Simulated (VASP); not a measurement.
Here is a VASP 6.6.1 calculation.

Contents of INCAR:

```
SYSTEM = MnS
  ALGO = Normal
  EDIFF = 1E-6
  ENCUT = 520
  GGA = PS
  ISIF = 2
  ISMEAR = 0
  ISPIN = 2
  LASPH = .True.
  LCHARG = .False.
  LDAU = .True.
  LDAUJ = 0.9 0
  LDAUL = 2 -1
  LDAUPRINT = 1
  LDAUTYPE = 1
  LDAUU = 4 0
  LMAXMIX = 4
  LORBIT = 11
  LREAL = .False.
  LWAVE = .False.
  MAGMOM = 4.67 4.67 -0.03 -0.03
  NBANDS = 31
  NELM = 150
  NUPDOWN = 9.0
  PREC = Accurate
  SIGMA = 0.05
```

Contents of KPOINTS:

```
k-points
0
Gamma
  6 6 6
  0 0 0
```

The input POSCAR:

```
MnS
1.0
    0.0000000000      2.6122498900      2.6122498900
    5.2244997800      2.6122498900      2.6122498900
    5.2244997800      5.2244997800      0.0000000000
Mn S
2 2
Direct
    0.0000000000      0.0000000000      0.0000000000
    0.0000000000      0.0000000000      0.5000000000
    0.5000000000      0.5000000000      0.0000000000
    0.5000000000      0.5000000000      0.5000000000
```

Potentials or basis: VASP PAW PBE potentials, release 64 (Mn_pv, S).

Launch:

```console
$ cat potpaw_PBE.64/Mn_pv/POTCAR potpaw_PBE.64/S/POTCAR > POTCAR
$ mpirun -np 1 vasp_std > vasp.out
```

(1) Predict the pressure.

Results:

(1) -6.8 GPa.

Caveat: the cell stands under tension; the PAW data sets were made with another functional, which shifts forces and pressure a little; the total moment is fixed, so each spin has its own Fermi level.
